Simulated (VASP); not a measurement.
# Ta2N (P3m1) in VASP: a series of runs

The runs below take Ta2N through single point, with PBE.

All numbers are computed with VASP 6.6.1; they aren't measurements. Logs are shortened: lines on timing, memory, paths and dates and some standing lists are left out, and cuts for length are marked.

**1. The cell of the first run**

Symmetry: P3m1, No. 156, trigonal system. Conventional cell: a = 3.101 Å, b = 3.101 Å, c = 4.882 Å, α = 90.00°, β = 90.00°, γ = 120.00°. Ta (site symmetry 3m) has 3 N at 2.11 Å within 2.8 Å. Within 3.2 Å of Ta (site symmetry 3m) lie 3 N at 2.25 Å and 12 Ta at 2.99 to 3.10 Å. N (site symmetry 3m) has 6 Ta at 2.11 to 2.25 Å within 2.8 Å.

**2. Single point, PBE (atoms displaced along a vibrational mode)**

INCAR

```
PREC     = Accurate       # precision mode
ENCUT    = 520            # plane-wave cutoff, eV
EDIFF    = 1E-7           # SCF threshold, eV
ISMEAR   = 0              # smearing method
SIGMA    = 0.15           # smearing width, eV
LREAL    = F              # projectors in reciprocal space
LASPH    = T              # aspherical terms in the spheres
NELM     = 80             # most SCF steps
ALGO     = Normal         # electronic algorithm
ISIF     = 2              # what is computed and relaxed
LWAVE    = F              # write WAVECAR
LCHARG   = F              # write CHGCAR
GGA      = PE             # functional
NBANDS   = 20             # bands
```

KPOINTS

```
regular mesh
0
Gamma
  18 18 10
```

POSCAR

```
Ta2N
1.0
    3.1011400595      0.0000000000      0.0000000000
   -1.5505700297      2.6856660722      0.0000000000
    0.0000000000      0.0000000000      4.8818900388
Ta N
2 1
Direct
    0.6666666667      0.3333333333      0.7458564145
    0.3333333333      0.6666666667      0.2560463493
    0.0000000000      0.0000000000     -0.0245806438
```

Potentials or basis: VASP PAW PBE potentials, release 64 (Ta_pv, N).

Launch:

```bash
$ cat potpaw_PBE.64/Ta_pv/POTCAR potpaw_PBE.64/N/POTCAR > POTCAR
$ mpirun -np 1 vasp_std > vasp.out
```

OUTCAR:

```text
PREC = Accurate
   ENCUT = 520
   EDIFF = 1E-7
   ISMEAR = 0
   LREAL = F
   LASPH = T
   NELM = 80
   ISIF = 2
   GGA = PE

 ion  position               nearest neighbor table
   1  0.667  0.333  0.746-   3 2.11   3 2.11   3 2.11   2 2.99   2 2.99   2 2.99   2 3.07   2 3.07
                             2 3.07
   2  0.333  0.667  0.256-   3 2.25   3 2.25   3 2.25   1 2.99   1 2.99   1 2.99   1 3.07   1 3.07
                             1 3.07
   3  0.000  0.000  0.975-   1 2.11   1 2.11   1 2.11   2 2.25   2 2.25   2 2.25

  LATTYP: Found a hexagonal cell.
 ALAT       =     3.1011400595
 C/A-ratio  =     1.5742242998

  Lattice vectors:

 A1 = (   3.1011400595,   0.0000000000,   0.0000000000)
 A2 = (  -1.5505700297,   2.6856660722,   0.0000000000)
 A3 = (   0.0000000000,   0.0000000000,   4.8818900388)

Analysis of symmetry for initial positions (statically):
=====================================================================
 Subroutine PRICEL returns:
 Original cell was already a primitive cell.

 Routine SETGRP: Setting up the symmetry group for a
 hexagonal supercell.

 Subroutine GETGRP returns: Found  6 space group operations
 (whereof  6 operations were pure point group operations)
 out of a pool of 24 trial point group operations.

The static configuration has the point symmetry C_3v.

Analysis of symmetry for dynamics (positions and initial velocities):
=====================================================================
 Subroutine PRICEL returns:
 Original cell was already a primitive cell.

 Routine SETGRP: Setting up the symmetry group for a
 hexagonal supercell.

 Subroutine GETGRP returns: Found  6 space group operations
 (whereof  6 operations were pure point group operations)
 out of a pool of 24 trial point group operations.

The dynamic configuration has the point symmetry C_3v.

 Subroutine INISYM returns: Found  6 space group operations
 (whereof  6 operations are pure point group operations),
 and found     1 'primitive' translations

----------------------------------------------------------------------------------------

                                     Primitive cell

  volume of cell :      40.6594

  direct lattice vectors                    reciprocal lattice vectors
     3.101140060  0.000000000  0.000000000     0.322462056  0.186173555  0.000000000
    -1.550570030  2.685666072  0.000000000     0.000000000  0.372347110  0.000000000
     0.000000000  0.000000000  4.881890039     0.000000000  0.000000000  0.204838698

  length of vectors
     3.101140060  3.101140059  4.881890039     0.372347110  0.372347110  0.204838698

  position of ions in fractional coordinates (direct lattice)
     0.666666667  0.333333333  0.745856414
     0.333333333  0.666666667  0.256046349
     0.000000000  0.000000000  0.975419356

  ion indices of the primitive-cell ions
   primitive index   ion index
                 1           1
                 2           2
                 3           3

----------------------------------------------------------------------------------------

 KPOINTS: regular mesh

Automatic generation of k-mesh.
 Grid dimensions read from file:
 generate k-points for:   18   18   10

 Generating k-lattice:

  Cartesian coordinates                     Fractional coordinates (reciprocal lattice)
     0.017914559  0.010342975  0.000000000     0.055555556 -0.000000000  0.000000000
     0.000000000  0.020685951  0.000000000     0.000000000  0.055555556  0.000000000
     0.000000000  0.000000000  0.020483870     0.000000000  0.000000000  0.100000000

  Length of vectors
     0.020685951  0.020685951  0.020483870

  Shift w.r.t. Gamma in fractional coordinates (k-lattice)
     0.000000000  0.000000000  0.000000000

 Subroutine IBZKPT returns following result:
 ===========================================

 Found    330 irreducible k-points:

 Following reciprocal coordinates:
            Coordinates               Weight
  0.000000  0.000000  0.000000      1.000000
  0.055556 -0.000000  0.000000      6.000000
  0.111111 -0.000000  0.000000      6.000000
  0.166667 -0.000000  0.000000      6.000000
  0.222222 -0.000000  0.000000      6.000000
  0.277778  0.000000  0.000000      6.000000
[... 16 lines left out ...]
  0.333333  0.111111  0.000000     12.000000
  0.388889  0.111111  0.000000     12.000000
 [... further k-points ...]
   k-points           NKPTS =    330   k-points in BZ     NKDIM =    330   number of bands    NBANDS=     20
   number of dos      NEDOS =    301   number of ions     NIONS =      3
   total plane-waves  NPLWV =  20736
   dimension x,y,z NGX =    24 NGY =   24 NGZ =   36
   dimension x,y,z NGXF=    48 NGYF=   48 NGZF=   72
   ions per type =               2   1
   NGX,Y,Z   is equivalent  to a cutoff of  12.87, 12.87, 12.26 a.u.
   NGXF,Y,Z  is equivalent  to a cutoff of  25.73, 25.73, 24.52 a.u.
 SYSTEM =  unknown system
   PREC   = accura    normal or accurate (medium, high low for compatibility)
   ISTART =      0    job   : 0-new  1-cont  2-samecut
   ICHARG =      2    charge: 1-file 2-atom 10-const
   ISPIN  =      1    spin polarized calculation?
   LNONCOLLINEAR =      F non collinear calculations
   LSORBIT =      F    spin-orbit coupling
   LASPH  =      T    aspherical Exc in radial PAW
   ENCUT  =  520.0 eV  38.22 Ry    6.18 a.u.   5.77  5.77  9.08*2*pi/ulx,y,z
   NELM   =     80;   NELMIN=  2; NELMDL= -5     # of ELM steps
   EDIFF  = 0.1E-06   stopping-criterion for ELM
   LREAL  =      F    real-space projection
   EDIFFG = 0.1E-05   stopping-criterion for IOM
   NSW    =      0    number of steps for IOM
   IBRION =     -1    ionic relax: 0-MD 1-quasi-New 2-CG
   NFREE  =      0    steps in history (QN), initial steepest desc. (CG)
   ISIF   =      2    stress and relaxation
   ISYM   =      2    0-nonsym 1-usesym 2-fastsym
   POTIM  = 0.5000    time-step for ionic-motion
   TEBEG  =    0.0;   TEEND  =   0.0 temperature during run
   PSTRESS=    0.0 pullay stress
   NELECT =      27.0000    total number of electrons
   NUPDOWN=      -1.0000    fix difference up-down
   EMIN   =  10.00;   EMAX   =-10.00  energy-range for DOS
   EFERMI =   0.00;   METHOD = LEGACY
   ISMEAR =     0;   SIGMA  =   0.15  broadening in eV -4-tet -1-fermi 0-gaus
   EFERMI_NEDOS =   21; number of points for ismear=-14 and -15
   IALGO  =     38    algorithm
   IMIX   =      4    mixing-type and parameters
     AMIX     =   0.40;   BMIX     =  1.00
     AMIX_MAG =   1.60;   BMIX_MAG =  1.00
  volume/ion in A,a.u.               =      13.55        91.46
  Fermi-wavevector in a.u.,A,eV,Ry     =   1.428266  2.699031 27.755102  2.039942
  Thomas-Fermi vector in A             =   2.548346
   LORBIT       =      0    0 simple, 1 ext, 2 COOP (PROOUT), +10 PAW based schemes
   GGA     = PE    functional components
   LHFCALC =     F    Hartree Fock is set to
   AEXX    =    0.0000 exact exchange contribution
   IVDW    =     0    specifies the selected vdW correction
   LEPSILON=     F    determine dielectric tensor
   LRPA    =     F    only Hartree local field effects (RPA)
 non-spin polarized calculation
 Gauss-broadening in eV      SIGMA  =   0.15
  energy-cutoff  :      520.00
  volume of cell :       40.66
 maximum number of plane-waves:      1112
   NGX = 11   NGY = 11   NGZ = 19

 number of electron      26.9999997 magnetization

 Free energy of the ion-electron system (eV)
  ---------------------------------------------------
  ext. energy  EPLUGINS =         0.00000000
  ---------------------------------------------------
  free energy    TOTEN  =       -34.27548884 eV

  energy without entropy =      -34.26122007  energy(sigma->0) =      -34.26835446

 E-fermi :   7.4971     XC(G=0): -12.8703

 val. band max:        7.4940356154   @ k =   0.1667  -0.0000   0.3000
 cond. band min:       7.5025339509   @ k =   0.1667  -0.0000   0.2000
 fundamental gap:      0.0084983354
 Fermi energy:         7.4970786547

 k-point     1 :       0.0000    0.0000    0.0000
  band No.  band energies     occupation
      1     -28.1647      2.00000
      2     -27.4392      2.00000
      3     -27.4392      2.00000
      4     -27.3108      2.00000
      5     -27.3108      2.00000
      6     -27.2061      2.00000
[... 12 lines left out ...]
     19       8.7434      0.00000
     20      12.4465      0.00000

 k-point     2 :       0.0556   -0.0000    0.0000
  band No.  band energies     occupation
      1     -28.1554      2.00000
      2     -27.4587      2.00000
      3     -27.4461      2.00000
      4     -27.3300      2.00000
      5     -27.3124      2.00000
      6     -27.2094      2.00000
[... 12 lines left out ...]
     19       8.9883      0.00000
     20      12.4693      0.00000

 k-point     3 :       0.1111   -0.0000    0.0000
  band No.  band energies     occupation
      1     -28.1281      2.00000
      2     -27.5149      2.00000
      3     -27.4652      2.00000
      4     -27.3841      2.00000
      5     -27.3176      2.00000
      6     -27.2196      2.00000
[... 12 lines left out ...]
     19       9.7210      0.00000
     20      12.4244      0.00000

 k-point     4 :       0.1667   -0.0000    0.0000
  band No.  band energies     occupation
      1     -28.0846      2.00000
      2     -27.6011      2.00000
      3     -27.4933      2.00000
      4     -27.4642      2.00000
      5     -27.3267      2.00000
      6     -27.2373      2.00000
[... 429 lines left out ...]
 k-point    23 :       0.3333    0.1111    0.0000
  band No.  band energies     occupation
      1     -28.0053      2.00000
      2     -27.8145      2.00000
      3     -27.7917      2.00000
      4     -27.6371      2.00000
      5     -27.4257      2.00000
      6     -27.3914      2.00000
[... 12 lines left out ...]
     19      12.0376      0.00000
     20      12.6319      0.00000

 k-point    24 :       0.3889    0.1111    0.0000
  band No.  band energies     occupation
      1     -28.0549      2.00000
      2     -27.8425      2.00000
      3     -27.7396      2.00000
      4     -27.6639      2.00000
      5     -27.4360      2.00000
      6     -27.4299      2.00000
[... 12 lines left out ...]
     19      12.1329      0.00000
     20      12.4261      0.00000

 [... further k-points ...]

------------------------ aborting loop because EDIFF is reached ----------------------------------------

  FORCE on cell =-STRESS in cart. coord.  units (eV):
  Direction    XX          YY          ZZ          XY          YZ          ZX
  --------------------------------------------------------------------------------------
  -------------------------------------------------------------------------------------
  Total        0.6087209      0.6087209      0.2107472      0.0000000      0.0000000     -0.0000000
  in kB       23.9865286     23.9865286      8.3044535      0.0000000      0.0000000     -0.0000000
  external PRESSURE =      18.7591702 kB  Pullay stress =       0.0000000 kB

 VOLUME and BASIS-vectors are now :
 -----------------------------------------------------------------------------
  energy-cutoff  :      520.00
  volume of cell :       40.66
      direct lattice vectors                 reciprocal lattice vectors
     3.101140060  0.000000000  0.000000000     0.322462056  0.186173555  0.000000000
    -1.550570030  2.685666072  0.000000000     0.000000000  0.372347110  0.000000000
     0.000000000  0.000000000  4.881890039     0.000000000  0.000000000  0.204838698

 POSITION                                       TOTAL-FORCE (eV/Angst)
 -----------------------------------------------------------------------------------
      1.55057      0.89522      3.64119         0.000000      0.000000     -1.009747
     -0.00000      1.79044      1.24999        -0.000000      0.000000     -0.820012
      0.00000      0.00000      4.76189         0.000000     -0.000000      1.829758
 -----------------------------------------------------------------------------------
    total drift:                                0.000000      0.000000     -0.000067

  FREE ENERGIE OF THE ION-ELECTRON SYSTEM (eV)
  ---------------------------------------------------
  free  energy   TOTEN  =       -34.2754888409 eV

  energy  without entropy=      -34.2612200734  energy(sigma->0) =      -34.26835446
```

It took 3.8 min on 1 thread of Intel Xeon Platinum 8259CL at 2.50GHz (Skylake/Cascade Lake), shared host; peak memory 0.35 GiB.

Results:

```yaml
Free_energy: -34.2755 eV
Pressure: 1.9 GPa
Largest_force: 1.830 eV/Å
Band_gap_on_the_k_mesh: zero (an odd number of electrons rules out a gap without spin polarisation)
```

Forces on the atoms (eV/Å):
```
Ta   0.000  0.000 -1.010
Ta   0.000  0.000 -0.820
N    0.000  0.000  1.830
```

Stress tensor (GPa, compression positive):
```
2.40 0.00 0.00
0.00 2.40 0.00
0.00 0.00 0.83
```

Caveat: the cell differs from its parent crystal (atoms displaced along a vibrational mode); spin-orbit coupling is left out, which moves the levels of the heavy elements; forces of over 1 eV/Å act on the atoms, so gaps and moduli don't describe the material at rest.

**3. Single point, PBE (atoms displaced along a vibrational mode)**

INCAR

```
PREC = Accurate
ENCUT = 520
EDIFF = 1E-6
ISMEAR = 0
SIGMA = 0.15
LREAL = False
LASPH = True
NELM = 100
ALGO = Normal
ISIF = 2
LWAVE = False
LCHARG = False
GGA = PE
NBANDS = 20
```

KPOINTS

```
Automatic mesh
0
Gamma
  18 18 10
```

POSCAR

```
Ta2N
1.0
    3.1011400595      0.0000000000      0.0000000000
   -1.5505700297      2.6856660722      0.0000000000
    0.0000000000      0.0000000000      4.8818900388
Ta N
2 1
Direct
    0.6666666667      0.3333333333      0.7441914962
    0.3333333333      0.6666666667      0.2543814310
    0.0000000000      0.0000000000      0.0184354828
```

Potentials or basis: VASP PAW PBE potentials, release 64 (Ta_pv, N).

Launch:

```bash
$ cat potpaw_PBE.64/Ta_pv/POTCAR potpaw_PBE.64/N/POTCAR > POTCAR
$ mpirun -np 1 vasp_std > vasp.out
```

Run time: 3.4 min. Hardware: 1 thread of Intel Xeon Platinum 8259CL at 2.50GHz (Skylake/Cascade Lake), shared host; peak memory 0.34 GiB.

It converged, with:

| Quantity | Value |
| --- | --- |
| Free energy | -34.3256 eV |
| Pressure | 1.2 GPa |
| Largest force | 1.386 eV/Å |
| Band gap on the k mesh | zero (an odd number of electrons rules out a gap without spin polarisation) |

Forces in eV/Å, atoms in the order of the input:
```
Ta   0.000  0.000  0.622
Ta   0.000  0.000  0.764
N    0.000  0.000 -1.386
```

Stress tensor (GPa, compression positive):
```
1.55 0.00 0.00
0.00 1.55 0.00
0.00 0.00 0.65
```

Levels at points of the mesh, in eV from the Fermi level:
```csv
k point,band 11,band 12,band 13,band 14,band 15,band 16
"(0.00, 0.00, 0.00)",-4.97,-0.89,-0.21,-0.21,0.34,0.34
"(0.50, 0.00, 0.00)",-4.53,-2.60,-1.35,1.74,1.90,3.66
"(0.00, 0.00, 0.50)",-3.09,-2.51,-1.07,-1.07,1.76,2.06
"(0.50, 0.00, 0.50)",-3.30,-2.16,-2.08,-0.26,0.75,3.33
```

Caveat: the cell differs from its parent crystal (atoms displaced along a vibrational mode); spin-orbit coupling is left out, which moves the levels of the heavy elements; forces of over 1 eV/Å act on the atoms, so gaps and moduli don't describe the material at rest.
